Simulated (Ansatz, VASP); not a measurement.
TiC in VASP and in Ansatz

```
Ti C
1.0
    -0.08115    2.16400    2.16400
     2.16400   -0.08115    2.16400
     2.08285    2.08285    0.00000
Ti C
1 1
Direct
  0.00000 0.00000 0.00000
  0.50000 0.50000 0.50000
```

Change from the starting cell: strain -0.0750 x Voigt [0, 0, 0, 0, 0, 1], atoms carried along.

Alike in both runs: task single point; functional PBE; k mesh 18 × 18 × 18; occupations gaussian, width 0.15 eV; no spin polarisation.

|  | VASP | Ansatz |
| --- | --- | --- |
| version | VASP 6.6.1 | Ansatz 0.2.0 |
| potentials or method | VASP PAW PBE potentials, release 64 (Ti_sv, C), cutoff 520 eV | scalar-relativistic, plane waves, PAW |
| valence electrons in the cell | 16 | 16 |

VASP gave:

| Quantity | Value |
| --- | --- |
| gap on the k mesh at the Fermi level (eV) | none |
| pressure (GPa) | 1.5 |
| traceless stress, the component that is largest in VASP (GPa) | 12.69 |

Question: Which values does Ansatz return?

Answer: gap on the k mesh at the Fermi level (eV): none; pressure (GPa): 1.3; traceless stress, the component that is largest in VASP (GPa): 12.75.

A gap of «none» marks a metal or a gap that the smearing closes. The functional is the same, so the differences come from potentials, cutoffs and numerics.
